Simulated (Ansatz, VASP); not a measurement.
One calculation of ZnSe, two programs

The input INCAR:

```
SYSTEM = ZnSe
ALGO = Normal
EDIFF = 1E-6
ENCUT = 520
GGA = PE
ISIF = 2
ISMEAR = 0
LASPH = .TRUE.
LCHARG = .TRUE.
LELF = .TRUE.
LREAL = .FALSE.
LVHAR = .TRUE.
LWAVE = .FALSE.
NBANDS = 16
NELM = 100
PREC = Accurate
SIGMA = 0.05
```

Contents of KPOINTS:

```
k-points
0
G
  6 6 6
  0 0 0
```

File POSCAR:

```
ZnSe
1.0
    0.0000000000      2.6854375469      2.6854375469
    2.6854375469      0.0000000000      2.6854375469
    2.6854375469      2.6854375469      0.0000000000
Se Zn
1 1
Direct
    0.0000000000      0.0000000000      0.0000000000
    0.5000000000      0.5000000000      0.5000000000
```

Input for Ansatz:

```yaml
crystal:
  lattice:
    - [0.0, 2.6854375469, 2.6854375469]
    - [2.6854375469, 0.0, 2.6854375469]
    - [2.6854375469, 2.6854375469, 0.0]
  atoms:
    - { symbol: Se, position: [0.0, 0.0, 0.0] }
    - { symbol: Zn, position: [0.5, 0.5, 0.5] }
basis:
  ecutwfc: 420
  ecutrho_ratio: 4
kpoints:
  mp_grid: { grid: [6, 6, 6] }
hamiltonian:
  xc: pbe
scf:
  occupations: { method: gaussian, width: 0.05 }
output:
  forces: true
  stress: true
  eigenvalues: true
```

Alike in both runs: task single point; functional PBE; k mesh 6 × 6 × 6; occupations gaussian, width 0.05 eV; no spin polarisation.

|  | VASP | Ansatz |
| --- | --- | --- |
| version | VASP 6.6.1 | Ansatz 0.2.0 |
| potentials or method | VASP PAW PBE potentials, release 64 (Se, Zn), cutoff 520 eV | scalar-relativistic, plane waves, PAW |
| valence electrons in the cell | 18 | 28 |

```tsv
	VASP	Ansatz	Ansatz less VASP
gap on the k mesh at the Fermi level (eV)	none	none	-
pressure (GPa)	0.2	0.0	-0.19
```

A gap of «none» marks a metal or a gap that the smearing closes. With one functional, cell and mesh, what is left measures potentials, basis and numerics. VASP's potentials hold 18 valence electrons a cell and Ansatz's 28, so a difference there can come from the potentials and not from the codes.
